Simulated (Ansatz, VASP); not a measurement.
## Ca7MoO8 in VASP and in Ansatz

```xyz
16
Lattice="0.0000 4.8150 4.8150 4.8150 0.0000 4.8150 4.8150 4.8150 0.0000" Properties=species:S:1:pos:R:3 pbc="T T T"
Mo    0.0000    0.0000    0.0000
Ca    2.4075    2.4075    0.0000
Ca    2.4075    0.0000    2.4075
Ca    4.8150    2.4075    2.4075
Ca    0.0000    2.4075    2.4075
Ca    2.4075    4.8150    2.4075
Ca    2.4075    2.4075    4.8150
Ca    4.8150    4.8150    4.8150
O     2.4075    2.4075    2.4075
O     4.8150    4.8150    2.3308
O     4.8150    2.3308    4.8150
O     7.2992    4.8150    4.8150
O     2.3308    4.8150    4.8150
O     4.8150    7.2992    4.8150
O     4.8150    4.8150    7.2992
O     7.2225    7.2225    7.2225
```

Alike in both runs: functional PBEsol; k mesh 3 × 3 × 3; occupations gaussian, width 0.05 eV; collinear spin; Hubbard terms Mo d U = 2.0 eV.

Ansatz relaxed the structure, and its values are those at the end. VASP's run is a single point on that final structure, the one shown.

|  | VASP | Ansatz |
| --- | --- | --- |
| version | VASP 6.6.1 | Ansatz 0.2.0 |
| potentials or method | VASP PAW PBE potentials, release 64 (Mo_sv, Ca_sv, O), cutoff 520 eV | scalar-relativistic, plane waves, PAW |
| valence electrons in the cell | 132 | 132 |

VASP gave:

```
gap on the k mesh at the Fermi level (eV)                     : none
pressure (GPa)                                                : -7.8
rms of the force components (eV/Å)                            : 0.005
net moment per atom (μB)                                      : 0.12
size of the moment on the site where the two differ most (μB) : 1.92
```

Question: What did Ansatz give for the same quantities?

Answer: gap on the k mesh at the Fermi level (eV): none; pressure (GPa): -8.5; rms of the force components (eV/Å): 0.006; net moment per atom (μB): 0.12; size of the moment on the site where the two differ most (μB): 1.41.

VASP's potentials were made for PBE, not for PBEsol. Site moments also hang on the region over which each program counts them. The programs project onto different local orbitals, so the same U acts differently, and such runs can settle in different states. A gap of «none» marks a metal or a gap that the smearing closes. Ansatz's warnings: filled band counts differ across k points, stress scf threshold loose.

The k mesh is coarse, so the values compare programs but aren't converged.
